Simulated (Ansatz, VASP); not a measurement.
**Hf2TaN3: VASP beside Ansatz**

```
CELL_PARAMETERS angstrom
4.63091 0.00000 0.00000
-2.31546 4.01049 0.00000
0.00000 0.00000 4.19148
ATOMIC_POSITIONS crystal
Hf 0.33333 0.66667 0.50000
Hf 0.66667 0.33333 0.50000
Ta 0.00000 0.00000 0.00000
N 0.33333 0.66667 0.00000
N 0.66667 0.33333 0.00000
N 0.00000 0.00000 0.50000
```

Alike in both runs: functional PBE; k mesh 12 × 12 × 10; occupations gaussian, width 0.1 eV; no spin polarisation.

Ansatz relaxed the structure, and its values are those at the end. VASP's run is a single point on that final structure, the one shown.

```csv
,VASP,Ansatz
version,VASP 6.6.1,Ansatz 0.2.0
potentials or method,"VASP PAW PBE potentials, release 64 (Hf_pv, Ta_pv, N), cutoff 520 eV","scalar-relativistic, plane waves, PAW"
valence electrons in the cell,46,80
```

|  | VASP | Ansatz | Ansatz less VASP |
| --- | --- | --- | --- |
| gap on the k mesh at the Fermi level (eV) | none | none | - |
| pressure (GPa) | -0.6 | 0.0 | +0.55 |

A gap of «none» marks a metal or a gap that the smearing closes. VASP's potentials hold 46 valence electrons a cell and Ansatz's 80, so a difference there can come from the potentials and not from the codes.

Spin-orbit coupling is off throughout.
